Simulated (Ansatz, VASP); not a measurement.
Be: VASP beside Ansatz

```
Be
1.0
     2.23121    0.00000    0.00000
    -1.11561    1.93229    0.00000
     0.00000    0.00000    3.50479
Be
2
Cartesian
  0.0000 1.2882 2.6286
  1.1156 0.6441 0.8762
```

Alike in both runs: task single point; functional LDA; k mesh 20 × 20 × 12; occupations gaussian, width 0.05 eV; no spin polarisation.

```csv
,VASP,Ansatz
version,VASP 6.6.1,Ansatz 0.2.0
potentials or method,"VASP PAW LDA potentials, release 64 (Be), cutoff 520 eV","scalar-relativistic, plane waves, PAW"
valence electrons in the cell,4,4
```

```tsv
	VASP	Ansatz	Ansatz less VASP
pressure (GPa)	0.4	0.0	-0.45
```

LDA's correlation is that of Perdew and Zunger in VASP and of Perdew and Wang (1992) in Ansatz.
